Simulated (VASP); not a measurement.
A run of VASP 6.6.1 is set up as follows.

POSCAR

```
WSe2
1.0
    3.2972128474      0.0000000000      0.0000000000
   -1.6486064237      2.8554700876      0.0000000000
    0.0000000000      0.0000000000      7.1842677688
W Se
1 2
Direct
    0.0000000000      0.0000000000      0.0000000000
    0.3333333333      0.6666666667      0.2319181014
    0.3333333333      0.6666666667      0.7680818986
```

The input INCAR.step1:

```
SYSTEM = WSe2
ALGO     = Normal         ! electronic algorithm
EDIFF    = 1E-4           ! SCF threshold, eV
ENCUT    = 520            ! plane-wave cutoff, eV
GGA      = PE             ! functional
ISMEAR   = 0              ! smearing method
LASPH    = .True.         ! aspherical terms in the spheres
LCHARG   = .False.        ! write CHGCAR
LREAL    = .False.        ! projectors in reciprocal space
LWAVE    = .True.         ! write WAVECAR
NBANDS   = 20             ! bands
NELM     = 80             ! most SCF steps
PREC     = Accurate       ! precision mode
SIGMA    = 0.01           ! smearing width, eV
```

The input INCAR.step2:

```
SYSTEM = WSe2
ALGO     = Normal         ! electronic algorithm
EDIFF    = 1E-6           ! SCF threshold, eV
ENCUT    = 520            ! plane-wave cutoff, eV
ISIF     = 2              ! what is computed and relaxed
ISMEAR   = 0              ! smearing method
ISTART   = 1            
LASPH    = .True.         ! aspherical terms in the spheres
LCHARG   = .False.        ! write CHGCAR
LMIXTAU  = .True.       
LREAL    = .False.        ! projectors in reciprocal space
LWAVE    = .False.        ! write WAVECAR
METAGGA  = R2SCAN         ! meta-GGA
NBANDS   = 20             ! bands
NELM     = 80             ! most SCF steps
PREC     = Accurate       ! precision mode
SIGMA    = 0.01           ! smearing width, eV
```

Contents of KPOINTS:

```
k-points
0
Gamma
  12 12 4
  0 0 0
```

Potentials or basis: VASP PAW PBE potentials, release 64 (W_sv, Se).

Launch:

```console
$ cat potpaw_PBE.64/W_sv/POTCAR potpaw_PBE.64/Se/POTCAR > POTCAR
$ cp INCAR.step1 INCAR
$ mpirun -np 1 vasp_std > vasp.out
$ cp INCAR.step2 INCAR
$ mpirun -np 1 vasp_std > vasp.out
```

Q: Estimate the pressure.

A: 1.5 GPa.

Q: What does it give for the largest force?

A: 0.022 eV/Å.

Q: Predict the band gap on the k mesh.

A: 1.49 eV, indirect (least direct gap 1.67 eV).

Stress tensor (GPa, compression positive):
```
1.51 0.00 0.00
0.00 1.51 0.00
0.00 0.00 1.33
```

Caveat: the PAW data sets were made with another functional, which shifts forces and pressure a little; spin-orbit coupling is left out, which moves the levels of the heavy elements. r2SCAN opens gaps a little over a GGA but as a rule still falls short of measured ones.
